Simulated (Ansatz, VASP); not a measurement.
## One calculation of V, two programs

```
CELL_PARAMETERS angstrom
-1.53813 1.53813 1.53813
1.53813 -1.53813 1.53813
1.53813 1.53813 -1.53813
ATOMIC_POSITIONS crystal
V 0.00000 0.00000 0.00000
```

Alike in both runs: task single point; functional PBE; k mesh 24 × 24 × 24; occupations fermi-dirac, width 0.1 eV; no spin polarisation.

|  | VASP | Ansatz |
| --- | --- | --- |
| version | VASP 6.6.1 | Ansatz 0.2.0 |
| potentials or method | VASP PAW PBE potentials, release 64 (V_sv), cutoff 520 eV | plane waves (420 eV) with PAW, scalar-relativistic |
| valence electrons in the cell | 13 | 13 |

```tsv
	VASP	Ansatz	Ansatz less VASP
pressure (GPa)	-11.8	-12.0	-0.17
```

With one functional, cell and mesh, what is left measures potentials, basis and numerics.
